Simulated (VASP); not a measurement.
Write the native input for VASP 6.6.1 that does the following.

* Task: single point
* Functional: LDA
* Potentials or basis: VASP PAW LDA potentials, release 64 (Ir)
* Cutoff: 520 eV
* k mesh: 18 × 18 × 10
* Occupations: gaussian, width 0.15 eV
* Spin: no spin polarisation
* Dipole correction: no
* Further INCAR settings: ALGO = Fast; EDIFF = 1e-07; NBANDS = 16

The structure of Ir lies in POSCAR:

```
Ir
1.0
    2.7864000000      0.0000000000      0.0000000000
   -1.3932000000      2.4130931851      0.0000000000
    0.0000000000      0.0000000000      4.6202000000
Ir
2
Direct
    0.6666666667      0.3333333333      0.7500000000
    0.3333333333      0.6666666667      0.2500000000
```

This isn't the form of Ir at room conditions, which is fcc.

These files were run (other wordings do the same):

INCAR

```
PREC     = Accurate       # precision mode
ENCUT    = 520            # plane-wave cutoff, eV
EDIFF    = 1E-7           # SCF threshold, eV
ISMEAR   = 0              # smearing method
SIGMA    = 0.15           # smearing width, eV
LREAL    = False          # projectors in reciprocal space
LASPH    = True           # aspherical terms in the spheres
NELM     = 60             # most SCF steps
ALGO     = Fast           # electronic algorithm
ISIF     = 2              # what is computed and relaxed
LWAVE    = False          # write WAVECAR
LCHARG   = True           # write CHGCAR
GGA      = CA             # functional
LELF     = True           # ELF
LVHAR    = True         
NBANDS   = 16             # bands
```

KPOINTS

```
Automatic mesh
0
Gamma
  18 18 10
```

Potentials or basis: VASP PAW LDA potentials, release 64 (Ir).

Run with:

```console
$ cat potpaw_LDA.64/Ir/POTCAR > POTCAR
$ mpirun -np 1 vasp_std > vasp.out
```

It gave:

```json
{"Pressure": "-31.9 GPa", "Band gap on the k mesh": "zero (bands 9 and 10 overlap by 2.97 eV)"}
```

Caveat: the cell stands under tension; spin-orbit coupling is left out, which moves the levels of the heavy elements.

Wall time 3.2 min on 1 thread of Intel Xeon 8259CL, on a shared host, peak memory 0.22 GiB.
